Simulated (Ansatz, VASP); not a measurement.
**Be in VASP and in Ansatz**

```
Be
1.0
     2.28562    0.00000    0.00000
    -1.14281    1.97940    0.00000
     0.00000    0.00000    3.58713
Be
2
Direct
  0.33333 0.66667 0.25000
  0.66667 0.33333 0.75000
```

Alike in both runs: functional RPBE; k mesh 16 × 16 × 9; occupations fermi-dirac, width 0.1 eV; no spin polarisation.

Ansatz relaxed the structure, and its values are those at the end. VASP's run is a single point on that final structure, the one shown.

|  | VASP | Ansatz |
| --- | --- | --- |
| version | VASP 6.6.1 | Ansatz 0.2.0 |
| potentials or method | VASP PAW PBE potentials, release 64 (Be), cutoff 520 eV | plane waves (420 eV) with PAW, scalar-relativistic |
| valence electrons in the cell | 4 | 4 |

```csv
,VASP,Ansatz,Ansatz less VASP
pressure (GPa),0.1,0.0,-0.03
```

VASP's potentials were made for PBE, not for RPBE.
